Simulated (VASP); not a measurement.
Crystal: Ca3Mg.

```
CELL_PARAMETERS angstrom
5.28881 0.00000 0.00000
0.00000 5.28881 0.00000
0.00000 0.00000 5.28881
ATOMIC_POSITIONS crystal
Ca 0.50000 0.50000 0.00000
Ca 0.00000 0.50000 0.50000
Ca 0.50000 0.00000 0.50000
Mg 0.00000 0.00000 0.00000
```

| Item | Value |
| --- | --- |
| Program | VASP 6.6.1 |
| Task | relaxation of cell and atoms |
| Functional | LDA |
| Potentials or basis | VASP PAW LDA potentials, release 64 (Ca_sv, Mg_sv) |
| Cutoff | 840 eV |
| k mesh | 5 × 5 × 5 |
| Occupations | fermi-dirac, width 0.1 eV |
| Spin | no spin polarisation |

At the start: pressure -2.1 GPa; volume 36.98 Å³/atom.

Question: How do energy, volume and symmetry change on relaxing?

Answer: Over 4 steps the energy falls by 26.3 meV/atom and the volume is 33.21 Å³/atom (-10.2 %); space group Pm-3m (No. 221, to 0.1 Å) before and after.

Step by step:
```tsv
step	energy change (eV)	largest force (eV/Å)	pressure (GPa)	volume (Å³)
1	0.0000	0.0000	-2.07	147.94
2	-0.0920	0.0000	-0.82	137.95
3	-0.1052	0.0000	-0.07	133.25
4	-0.1053	0.0000	0.00	132.84
```

Final structure:
```
CELL_PARAMETERS angstrom
5.10240 0.00000 0.00000
0.00000 5.10240 0.00000
0.00000 0.00000 5.10240
ATOMIC_POSITIONS crystal
Ca 0.50000 0.50000 0.00000
Ca 0.00000 0.50000 0.50000
Ca 0.50000 0.00000 0.50000
Mg 0.00000 0.00000 0.00000
```
